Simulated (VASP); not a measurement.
TiN:

```
CELL_PARAMETERS angstrom
0.00000 2.15659 2.15659
2.15659 0.00000 2.15659
2.15659 2.15659 0.00000
ATOMIC_POSITIONS crystal
Ti 0.00000 0.00000 0.00000
N 0.50000 0.50000 0.50000
```

Base run:

```yaml
Program: VASP 6.6.1
Functional: PBEsol
Potentials_or_basis: VASP PAW PBE potentials, release 64 (Ti_sv, N)
Cutoff: 520 eV
k_mesh: 20 × 20 × 20
Occupations: gaussian, width 0.15 eV
Spin: collinear spin
Starting_moments: "[0.75, 0.0] μB"
Fixed_moment: 0.75 μB
```

Its results: pressure -15.1 GPa; site moments Ti +0.58; N +0.03 μB.

Q: The run is repeated on the same cell with these changes: fixed moment from 0.75 μB to 0.625 μB; moments at the start from [0.75, 0.0] to [0.62, 0.0]. What comes out?

A: Pressure -16.4 GPa; site moments Ti +0.48; N +0.02 μB.

Caveats: the cell stands under tension; the PAW data sets were made with another functional, which shifts forces and pressure a little; the total moment is fixed, so each spin has its own Fermi level and the state may be an excited one.
